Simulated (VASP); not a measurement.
**Cr: single point with BHLYP**

The system is Cr.

```
Cr
1.0
    -1.48445    1.48445    1.48445
     1.48445   -1.48445    1.48445
     1.48445    1.48445   -1.48445
Cr
1
Direct
  0.00000 0.00000 0.00000
```

```json
{"Program": "VASP 6.6.1", "Task": "single point", "Functional": "BHLYP", "Potentials or basis": "VASP PAW PBE potentials, release 64 (Cr_pv)", "Cutoff": "520 eV", "k mesh": "6 × 6 × 6", "Occupations": "fermi-dirac, width 0.05 eV", "Spin": "collinear spin, ferromagnetic start", "Starting moments": "[3.0] μB"}
```

| Item | Value |
| --- | --- |
| Pressure | -31.3 GPa |
| Net moment | 0.06 μB per cell |
| Site moments | Cr +0.06 μB |
| Valence electrons inside the program's atomic spheres | Cr 10.89 |

Levels at points of the mesh, in eV from the Fermi level:
Spin up:
| k point | band 3 | band 4 | band 5 | band 6 | band 7 | band 8 | band 9 | band 10 |
| --- | --- | --- | --- | --- | --- | --- | --- | --- |
| (0.00, 0.00, 0.00) | -50.83 | -10.35 | -3.19 | -3.19 | -3.19 | 4.91 | 4.91 | 12.40 |
| (0.50, 0.00, 0.00) | -50.80 | -6.35 | -4.89 | 1.38 | 3.41 | 4.02 | 5.00 | 11.19 |
| (0.50, 0.50, 0.50) | -51.35 | -4.39 | -4.39 | 3.10 | 3.10 | 3.10 | 12.10 | 12.10 |
Spin down:
```csv
k point,band 3,band 4,band 5,band 6,band 7,band 8,band 9,band 10
"(0.00, 0.00, 0.00)",-50.69,-10.40,-2.89,-2.89,-2.89,4.85,4.85,12.49
"(0.50, 0.00, 0.00)",-50.66,-6.22,-4.60,1.31,3.81,4.07,4.94,11.29
"(0.50, 0.50, 0.50)",-51.21,-4.51,-4.51,3.60,3.60,3.60,12.14,12.14
```

It took 60 min on 1 thread of Oxide Virtual Turin-like Processor (shared host), peak memory 0.11 GiB.

Caveat: the k points lie up to 0.50 Å⁻¹ apart; the PAW data sets were made with another functional, which shifts forces and pressure a little.
